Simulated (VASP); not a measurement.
A run of VASP 6.6.1 is set up as follows.

Contents of INCAR:

```
SYSTEM = C
ALGO = Normal
EDIFF = 1E-6
ENCUT = 520
GGA = PE
ISIF = 2
ISMEAR = -1
LASPH = .TRUE.
LCHARG = .TRUE.
LELF = .TRUE.
LREAL = .FALSE.
LVHAR = .TRUE.
LWAVE = .FALSE.
NBANDS = 8
NELM = 80
PREC = Accurate
SIGMA = 0.1
```

Contents of KPOINTS:

```
k-points
0
G
  22 22 22
  0 0 0
```

The input POSCAR:

```
C
1.0
    0.0000000000      1.5406152605      1.5406152605
    1.5406152605      0.0000000000      1.5406152605
    1.5406152605      1.5406152605      0.0000000000
C
1
Direct
    0.0000000000      0.0000000000      0.0000000000
```

Potentials or basis: VASP PAW PBE potentials, release 64 (C).

Launch:

```bash
$ cat potpaw_PBE.64/C/POTCAR > POTCAR
$ mpirun -np 1 vasp_std > vasp.out
```

Q: Estimate the band gap on the k mesh.

A: Zero (band 2 reaches 15.55 eV, above the bottom of band 3 at 4.41 eV).

Q: Estimate the pressure.

A: 0.1 GPa.
